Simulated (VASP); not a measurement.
Crystal: Na2Al2O.

```
Na Al O
1.0
    -1.89576    1.89576    4.57547
     1.89576   -1.89576    4.57547
     1.89576    1.89576   -4.57547
Na Al O
2 2 1
Direct
  0.62501 0.62501 0.00000
  0.37499 0.37499 0.00000
  0.25000 0.75000 0.50000
  0.75000 0.25000 0.50000
  0.00000 0.00000 0.00000
```

The cell was generated, and may not be a known phase.

| Quantity | Value |
| --- | --- |
| Program | VASP 6.6.1 |
| Task | relaxation of cell and atoms |
| Functional | PBE |
| Potentials or basis | VASP PAW PBE potentials, release 64 (Na_sv, Al, O) |
| Cutoff | 1130 eV |
| k mesh | 6 × 6 × 6 |
| Occupations | gaussian, width 0.1 eV |
| Spin | no spin polarisation |

At the start: pressure 46.8 GPa; volume 13.16 Å³/atom.

Question: How do energy, volume and symmetry change on relaxing?

Answer: Over 15 steps the energy falls by 1666.5 meV/atom and the volume is 18.18 Å³/atom (+38.2 %); space group I4/mmm (No. 139, to 0.1 Å) before and after.

Step by step:
```csv
step,energy change (eV),largest force (eV/Å),pressure (GPa),volume (Å³)
1,0.0000,6.6998,46.85,65.78
2,-5.3474,1.2629,-0.80,109.61
3,-5.4098,0.4739,1.03,102.74
4,-6.2311,0.4328,-1.02,107.20
5,-7.0700,1.3494,-9.29,116.51
6,-7.0901,1.1032,-4.51,113.00
7,-7.1796,1.2037,-5.73,114.24
8,-7.8715,1.3383,-4.91,101.52
9,-7.9193,1.3589,-4.41,98.76
10,-8.2155,0.8952,3.81,86.70
11,-8.2231,1.0029,2.65,88.23
12,-8.3230,0.0473,0.97,89.67
13,-8.3230,0.0360,0.99,89.66
14,-8.3306,0.0646,-0.64,91.43
15,-8.3325,0.0359,-0.13,90.88
```

Final structure:
```
CELL_PARAMETERS angstrom
-1.80662 1.80662 6.96131
1.80662 -1.80662 6.96131
1.80662 1.80662 -6.96131
ATOMIC_POSITIONS crystal
Na 0.57730 0.57730 0.00000
Na 0.42270 0.42270 0.00000
Al 0.25000 0.75000 0.50000
Al 0.75000 0.25000 0.50000
O 0.00000 0.00000 0.00000
```

Caveat: the volume moved by over 15 % at a fixed basis, so the end points are rough.
